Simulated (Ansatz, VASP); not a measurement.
Two plane-wave programs on TaAg2Br6

Contents of INCAR:

```
PREC     = Accurate       # precision mode
ENCUT    = 520            # plane-wave cutoff, eV
EDIFF    = 1E-6           # SCF threshold, eV
ISMEAR   = 0              # smearing method
SIGMA    = 0.1            # smearing width, eV
LREAL    = F              # projectors in reciprocal space
LASPH    = T              # aspherical terms in the spheres
NELM     = 150            # most SCF steps
ALGO     = Normal         # electronic algorithm
ISIF     = 2              # what is computed and relaxed
LWAVE    = F              # write WAVECAR
LCHARG   = F              # write CHGCAR
ISPIN    = 2              # spin polarisation
MAGMOM   = 1 1 1 0 0 0 0 0 0 # initial moments
LORBIT   = 11             # projections on sites
LMAXMIX  = 4              # l up to which the mixer works
GGA      = PE             # functional
NBANDS   = 52             # bands
```

Contents of KPOINTS:

```
Automatic mesh
0
Gamma
  4 4 4
```

Contents of POSCAR:

```
TaAg2Br6
1.0
    0.0000000000      5.0232072700      5.0232072700
    5.0232072700      0.0000000000      5.0232072700
    5.0232072700      5.0232072700      0.0000000000
Ta Ag Br
1 2 6
Direct
    0.0000000000      0.0000000000      0.0000000000
    0.2500000000      0.2500000000      0.2500000000
    0.7500000000      0.7500000000      0.7500000000
    0.7588820600      0.2411179400      0.2411179400
    0.2411179400      0.7588820600      0.2411179400
    0.2411179400      0.2411179400      0.7588820600
    0.2411179400      0.7588820600      0.7588820600
    0.7588820600      0.2411179400      0.7588820600
    0.7588820600      0.7588820600      0.2411179400
```

Input for Ansatz:

```yaml
crystal:
  lattice:
    - [0.0, 5.02320727, 5.02320727]
    - [5.02320727, 0.0, 5.02320727]
    - [5.02320727, 5.02320727, 0.0]
  atoms:
    - { symbol: Ta, position: [0.0, 0.0, 0.0], spin: 1.0 }
    - { symbol: Ag, position: [0.25, 0.25, 0.25], spin: 1.0 }
    - { symbol: Ag, position: [0.75, 0.75, 0.75], spin: 1.0 }
    - { symbol: Br, position: [0.75888206, 0.24111794, 0.24111794] }
    - { symbol: Br, position: [0.24111794, 0.75888206, 0.24111794] }
    - { symbol: Br, position: [0.24111794, 0.24111794, 0.75888206] }
    - { symbol: Br, position: [0.24111794, 0.75888206, 0.75888206] }
    - { symbol: Br, position: [0.75888206, 0.24111794, 0.75888206] }
    - { symbol: Br, position: [0.75888206, 0.75888206, 0.24111794] }
basis:
  ecutwfc: 420
kpoints:
  mp_grid: { grid: [4, 4, 4] }
hamiltonian:
  xc: pbe
scf:
  occupations: { method: gaussian, width: 0.1 }
  lower_state_search: "off"
output:
  forces: true
  stress: true
  eigenvalues: true
  populations: true
magnetization:
  spin_polarized: true
```

Alike in both runs: task single point; functional PBE; k mesh 4 × 4 × 4; occupations gaussian, width 0.1 eV; collinear spin.

|  | VASP | Ansatz |
| --- | --- | --- |
| version | VASP 6.6.1 | Ansatz 0.2.0 |
| potentials or method | VASP PAW PBE potentials, release 64 (Ta_pv, Ag, Br), cutoff 520 eV | scalar-relativistic, plane waves, PAW |
| valence electrons in the cell | 75 | 93 |

Ansatz gave:

* gap on the k mesh at the Fermi level (eV): none
* pressure (GPa): 6.0
* rms of the force components (eV/Å): 0.856
* net moment per atom (μB): 0.00

**Question.** Estimate VASP's values.

**Answer.** gap on the k mesh at the Fermi level (eV): none; pressure (GPa): 6.0; rms of the force components (eV/Å): 0.866; net moment per atom (μB): 0.00.

Atom by atom the forces differ by 0.010 eV/Å (rms over components). A gap of «none» marks a metal or a gap that the smearing closes. VASP's potentials hold 75 valence electrons a cell and Ansatz's 93, so a difference there can come from the potentials and not from the codes. Ansatz's warnings: seeded moment not kept.

Neither program's run includes spin-orbit coupling.
